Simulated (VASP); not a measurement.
A run of VASP 6.6.1 is set up as follows.

INCAR

```
SYSTEM = MnO
ALGO     = Normal         ! electronic algorithm
EDIFF    = 1E-6           ! SCF threshold, eV
ENCUT    = 520            ! plane-wave cutoff, eV
GGA      = PS             ! functional
ISIF     = 2              ! what is computed and relaxed
ISMEAR   = -1             ! smearing method
ISPIN    = 2              ! spin polarisation
LASPH    = .TRUE.         ! aspherical terms in the spheres
LCHARG   = .FALSE.        ! write CHGCAR
LMAXMIX  = 4              ! l up to which the mixer works
LORBIT   = 11             ! projections on sites
LREAL    = .FALSE.        ! projectors in reciprocal space
LWAVE    = .FALSE.        ! write WAVECAR
MAGMOM   = 4 4 0 0        ! initial moments
NBANDS   = 31             ! bands
NELM     = 150            ! most SCF steps
PREC     = Accurate       ! precision mode
SIGMA    = 0.05           ! smearing width, eV
```

KPOINTS

```
k-points
0
G
  8 8 5
  0 0 0
```

The input POSCAR:

```
MnO
1.0
    3.3717000000      0.0000000000      0.0000000000
   -1.6858500000      2.9199778539      0.0000000000
    0.0000000000      0.0000000000      5.3855000000
Mn O
2 2
Direct
    0.6666666667      0.3333333333      0.5109600000
    0.3333333333      0.6666666667      0.0109600000
    0.6666666667      0.3333333333      0.8754700000
    0.3333333333      0.6666666667      0.3754700000
```

Potentials or basis: VASP PAW PBE potentials, release 64 (Mn_pv, O).

The run is started by

```bash
$ cat potpaw_PBE.64/Mn_pv/POTCAR potpaw_PBE.64/O/POTCAR > POTCAR
$ mpirun -np 1 vasp_std > vasp.out
```

(1) What does it give for the largest force?

(2) Predict the pressure.

(3) Predict the net moment.

Answers

(1) 0.612 eV/Å.

(2) 1.2 GPa.

(3) 9.99 μB per cell.

Caveat: the PAW data sets were made with another functional, which shifts forces and pressure a little; only a ferromagnetic start was run, and an antiferromagnetic order may lie lower in energy.
